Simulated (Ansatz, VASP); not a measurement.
This is a calculation of Zr2H3Pd for Ansatz 0.2.0.

input.yaml

```yaml
crystal:
  lattice:
    - [-1.603393, 1.603393, 6.70001]
    - [1.603393, -1.603393, 6.70001]
    - [1.603393, 1.603393, -6.70001]
  atoms:
    - { symbol: Pd, position: [0.0, 0.0, 0.0] }
    - { symbol: Zr, position: [0.352938, 0.352938, 0.0] }
    - { symbol: Zr, position: [0.647062, 0.647062, 0.0] }
    - { symbol: H, position: [0.25, 0.75, 0.5] }
    - { symbol: H, position: [0.75, 0.25, 0.5] }
    - { symbol: H, position: [0.5, 0.5, 0.0] }
hamiltonian:
  xc: pbe
  pseudopotentials: { kind: paw }
kpoints:
  mp_grid: { grid: [12, 12, 12] }
scf:
  occupations: { method: fermi_dirac, width: 0.05 }
output:
  forces: true
  stress: true
  eigenvalues: true
```

Potentials or basis: Ansatz PAW.

Run with:

```bash
$ ansatz run input.yaml --threads 2 --pin off --max-ram 5120MiB --backend cpu --events-out ev --progress --plain --runs-dir out
```

Q: Translate it to VASP 6.6.1. Potentials there: VASP PAW PBE potentials, release 64 (Pd, Zr_sv, H).

A: As run (the cutoff follows the program's own potentials):

INCAR

```
ALGO     = Normal         # electronic algorithm
EDIFF    = 1E-6           # SCF threshold, eV
ENCUT    = 520            # plane-wave cutoff, eV
GGA      = PE             # functional
ISIF     = 2              # what is computed and relaxed
ISMEAR   = -1             # smearing method
LASPH    = True           # aspherical terms in the spheres
LCHARG   = False          # write CHGCAR
LREAL    = False          # projectors in reciprocal space
LWAVE    = False          # write WAVECAR
NBANDS   = 28             # bands
NELM     = 80             # most SCF steps
PREC     = Accurate       # precision mode
SIGMA    = 0.05           # smearing width, eV
```

The input KPOINTS:

```
k-points
0
Gamma
  12 12 12
```

File POSCAR:

```
Zr2H3Pd
1.0
   -1.6033930000      1.6033930000      6.7000100000
    1.6033930000     -1.6033930000      6.7000100000
    1.6033930000      1.6033930000     -6.7000100000
Pd Zr H
1 2 3
Direct
    0.0000000000      0.0000000000      0.0000000000
    0.3529380000      0.3529380000      0.0000000000
    0.6470620000      0.6470620000      0.0000000000
    0.2500000000      0.7500000000      0.5000000000
    0.7500000000      0.2500000000      0.5000000000
    0.5000000000      0.5000000000      0.0000000000
```

Potentials or basis: VASP PAW PBE potentials, release 64 (Pd, Zr_sv, H).

Launch:

```sh
$ cat potpaw_PBE.64/Pd/POTCAR potpaw_PBE.64/Zr_sv/POTCAR potpaw_PBE.64/H/POTCAR > POTCAR
$ mpirun -np 1 vasp_std > vasp.out
```

Both were run:

|  | VASP | Ansatz | Ansatz less VASP |
| --- | --- | --- | --- |
| gap on the k mesh at the Fermi level (eV) | none | none | - |
| pressure (GPa) | -1.1 | -1.0 | +0.05 |
| traceless stress, the component that is largest in VASP (GPa) | 0.10 | 0.07 | -0.027 |
| rms of the force components (eV/Å) | 0.013 | 0.010 | -0.0029 |

Atom by atom the forces differ by 0.003 eV/Å (rms over components). A gap of «none» marks a metal or a gap that the smearing closes. VASP's potentials hold 37 valence electrons a cell and Ansatz's 45, so a difference there can come from the potentials and not from the codes.
